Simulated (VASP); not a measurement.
Set up this calculation in VASP 6.6.1, as the native input.

```yaml
Task: single point
Functional: PBE
Potentials_or_basis: VASP PAW PBE potentials, release 64 (Cu, S)
Cutoff: 520 eV
k_mesh: 5 × 5 × 1
Occupations: gaussian, width 0.1 eV
Spin: no spin polarisation
Dipole_correction: yes
Further_INCAR_settings: ALGO = Normal; EDIFF = 1e-06; NBANDS = 81
```

The structure of Cu12S lies in POSCAR:

```
Cu12S
1.0
    5.1319544654      0.0000000000      0.0000000000
    0.0000000000      5.1319544654      0.0000000000
    0.0000000000      0.0000000000     19.0279314150
Cu S
12 1
Direct
    0.2500000000      0.2500000000      0.2102172807
    0.2500000000      0.7500000000      0.2102172807
    0.7500000000      0.2500000000      0.2102172807
    0.7500000000      0.7500000000      0.2102172807
    0.0000000000      0.0000000000      0.3029241254
    0.0000000000      0.5000000000      0.3029241254
    0.5000000000      0.0000000000      0.3029241254
    0.5000000000      0.5000000000      0.3029241254
    0.2500000000      0.2500000000      0.3956253179
    0.2500000000      0.7500000000      0.3956253179
    0.7500000000      0.2500000000      0.3956253179
    0.7500000000      0.7500000000      0.3956253179
    0.4166666667      0.4166666667      0.4822032804
```

The input as run:

INCAR

```
PREC     = Accurate       # precision mode
ENCUT    = 520            # plane-wave cutoff, eV
EDIFF    = 1E-6           # SCF threshold, eV
ISMEAR   = 0              # smearing method
SIGMA    = 0.1            # smearing width, eV
LREAL    = False          # projectors in reciprocal space
LASPH    = True           # aspherical terms in the spheres
NELM     = 100            # most SCF steps
ALGO     = Normal         # electronic algorithm
ISIF     = 2              # what is computed and relaxed
LWAVE    = False          # write WAVECAR
LCHARG   = False          # write CHGCAR
LDIPOL   = True         
IDIPOL   = 3            
DIPOL    = 0.5 0.5 0.317
GGA      = PE             # functional
NBANDS   = 81             # bands
```

KPOINTS

```
regular mesh
0
Gamma
  5 5 1
```

Potentials or basis: VASP PAW PBE potentials, release 64 (Cu, S).

Command:

```console
$ cat potpaw_PBE.64/Cu/POTCAR potpaw_PBE.64/S/POTCAR > POTCAR
$ mpirun -np 1 vasp_std > vasp.out
```

Results of the run:

* Largest force: 1.759 eV/Å
* Band gap on the k mesh: zero (bands 69 and 70 overlap by 0.57 eV)

It took 36 min on 1 thread of Intel Xeon 8259CL (shared host), peak memory 0.66 GiB.
